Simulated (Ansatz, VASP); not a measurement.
## One calculation of CdSe, two programs

```xyz
8
Lattice="-4.0684 4.0684 4.0684 4.0684 -4.0684 4.0684 4.0684 4.0684 -4.0684" Properties=species:S:1:pos:R:3 pbc="T T T"
Cd    1.2905    1.2905    1.2905
Cd    2.7779    2.7779   -2.7779
Cd    2.7779   -2.7779    2.7779
Cd   -2.7779    2.7779    2.7779
Se    2.7779    2.7779    2.7779
Se    1.2905    1.2905   -1.2905
Se    1.2905   -1.2905    1.2905
Se   -1.2905    1.2905    1.2905
```

Alike in both runs: task single point; functional PBE; k mesh 4 × 4 × 4; occupations gaussian, width 0.1 eV; no spin polarisation.

|  | VASP | Ansatz |
| --- | --- | --- |
| version | VASP 6.6.1 | Ansatz 0.2.0 |
| potentials or method | VASP PAW PBE potentials, release 64 (Cd, Se), cutoff 500 eV | scalar-relativistic, plane waves, PAW |
| valence electrons in the cell | 72 | 144 |

|  | VASP | Ansatz | Ansatz less VASP |
| --- | --- | --- | --- |
| gap on the k mesh at the Fermi level (eV) | 1.21 | 1.21 | +0.002 |
| least direct gap on the mesh (eV) | 1.21 | 1.21 | +0.002 |
| pressure (GPa) | 6.6 | 6.2 | -0.36 |
| rms of the force components (eV/Å) | 0.872 | 0.846 | -0.0254 |

Atom by atom the forces differ by 0.026 eV/Å (rms over components). The functional is the same, so the differences come from potentials, cutoffs and numerics. VASP's potentials hold 72 valence electrons a cell and Ansatz's 144, so a difference there can come from the potentials and not from the codes.
